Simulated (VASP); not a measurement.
KCl, 2 atoms in the cell. It takes space group R-3m (No. 166, trigonal). Conventional cell: a = 4.441 Å, b = 4.441 Å, c = 11.042 Å, α = 90.00°, β = 90.00°, γ = 120.00°. K (site symmetry -3m) has 6 Cl at 3.16 Å within 4.2 Å. Within 4.2 Å of Cl (site symmetry -3m) lie 6 K at 3.16 Å.  This cell differs from its parent crystal: equal xy, yz and zx shear strains of +1 %.

```yaml
Program: VASP 6.6.1
Task: single point
Functional: PBEsol
Potentials_or_basis: VASP PAW PBE potentials, release 64 (K_sv, Cl)
Cutoff: 520 eV
k_mesh: 7 × 7 × 7
Occupations: fermi-dirac, width 0.03 eV
Spin: no spin polarisation
Dipole_correction: no
Further_INCAR_settings: ALGO = Normal; EDIFF = 1e-06; NBANDS = 15
```

Potentials or basis: VASP PAW PBE potentials, release 64 (K_sv, Cl).

Command:

```bash
$ cat potpaw_PBE.64/K_sv/POTCAR potpaw_PBE.64/Cl/POTCAR > POTCAR
$ mpirun -np 1 vasp_std > vasp.out
```

Hardware: 1 thread of Intel Xeon 8259CL, with other jobs on the host.

**Question.** How long does it take, and how much memory?

**Answer.** Run time: 78 s on 1 thread of Intel Xeon 8259CL, on a shared host, peak memory 0.22 GiB. Counts: scf iterations 13, k points 44.
